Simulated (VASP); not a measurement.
Crystal: Re.

```
Re
1.0
     2.55411    0.00000    0.00000
     0.00000    2.55411    0.00000
     0.00000    0.00000    2.55411
Re
1
Cartesian
  0.0000 0.0000 0.0000
```

Base run:

```yaml
Program: VASP 6.6.1
Functional: PBEsol
Potentials_or_basis: VASP PAW PBE potentials, release 64 (Re)
Cutoff: 520 eV
k_mesh: 14 × 14 × 14
Occupations: fermi-dirac, width 0.1 eV
Spin: no spin polarisation
```

Its results: pressure -1.4 GPa.

Task: The run is repeated on the same cell with these changes: k mesh from 14 × 14 × 14 to 20 × 20 × 20; further incar settings from ALGO = Normal; EDIFF = 1e-06; NBANDS = 10 to ALGO = Normal; EDIFF = 1e-07; NBANDS = 10. What comes out?

Result: Pressure -0.8 GPa.

Caveats: the PAW data sets were made with another functional, which shifts forces and pressure a little.
